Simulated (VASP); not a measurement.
Os: electric field gradients with PBEsol

Os:

```
CELL_PARAMETERS angstrom
2.73410 0.00000 0.00000
-1.36705 2.36780 0.00000
0.00000 0.00000 4.40609
ATOMIC_POSITIONS crystal
Os 0.33333 0.66667 0.25000
Os 0.66667 0.33333 0.75000
```

This cell differs from its parent crystal: zz strain of +2 %.

- Program: VASP 6.6.1
- Task: electric field gradients
- Functional: PBEsol
- Potentials or basis: VASP PAW PBE potentials, release 64 (Os)
- Cutoff: 520 eV
- k mesh: 17 × 17 × 10
- Occupations: fermi-dirac, width 0.08 eV
- Spin: no spin polarisation
- Dipole correction: no
- Further INCAR settings: ALGO = Normal; EDIFF = 1e-08; NBANDS = 15

The pressure is -10.6 GPa and the band gap on the k mesh is zero (band 8 reaches 11.14 eV, above the bottom of band 9 at 7.26 eV).

Stress tensor (GPa, compression positive):
```
 -6.49   0.00   0.00
  0.00  -6.49   0.00
  0.00   0.00 -18.85
```

Levels at points of the mesh, in eV from the Fermi level:
```
           k point  band 4  band 5  band 6  band 7  band 8  band 9  band 10  band 11  band 12  band 13
(0.00, 0.00, 0.00)   -2.97   -2.97   -2.20   -2.20   -1.36   -1.36    -0.24     1.64     1.64     8.54
(0.00, 0.00, 0.50)   -3.62   -3.11   -3.11   -3.11   -3.11    0.84     0.84     0.84     0.84    13.78
```

Electric field gradients, principal values (V/Å²):
| atom | least | middle | greatest (by size) |
| --- | --- | --- | --- |
| 1 Os | 17.310 | 17.310 | -34.621 |
| 2 Os | 17.310 | 17.310 | -34.621 |

Run time: 68 s on 1 thread of Intel(R) Xeon(R) Platinum 8375C CPU @ 2.90GHz (Ice Lake), on a shared host, peak memory 0.2 GiB.

Caveat: the cell differs from its parent crystal (zz strain of +2 %); without QUAD_EFG the Cq values of the log hold for a quadrupole moment of 1 mb, not for the nuclei; the PAW data sets were made with another functional, which shifts forces and pressure a little; spin-orbit coupling is left out, which moves the levels of the heavy elements.
